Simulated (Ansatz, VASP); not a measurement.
## MgS: VASP beside Ansatz

```
Mg S
1.0
     0.00000    2.80978    2.60165
     2.80978    0.00000    2.60165
     2.80978    2.80978    0.00000
Mg S
1 1
Direct
  0.00000 0.00000 0.00000
  0.50000 0.50000 0.50000
```

Change from the starting cell: strain +0.080 along x and y, +0.000 along z, atoms carried along.

Alike in both runs: task single point; functional r2SCAN; k mesh 8 × 8 × 8; occupations gaussian, width 0.05 eV; no spin polarisation.

|  | VASP | Ansatz |
| --- | --- | --- |
| version | VASP 6.6.1 | Ansatz 0.2.0 |
| potentials or method | VASP PAW PBE potentials, release 64 (Mg, S), cutoff 520 eV | scalar-relativistic, plane waves, PAW |
| valence electrons in the cell | 8 | 16 |

```tsv
	VASP	Ansatz	Ansatz less VASP
gap on the k mesh at the Fermi level (eV)	2.84	2.87	+0.036
least direct gap on the mesh (eV)	3.34	3.36	+0.028
pressure (GPa)	-8.7	-8.3	+0.35
traceless stress, the component that is largest in VASP (GPa)	2.15	2.25	+0.100
```

VASP's potentials were made for PBE, not for r2SCAN. VASP's potentials hold 8 valence electrons a cell and Ansatz's 16, so a difference there can come from the potentials and not from the codes.
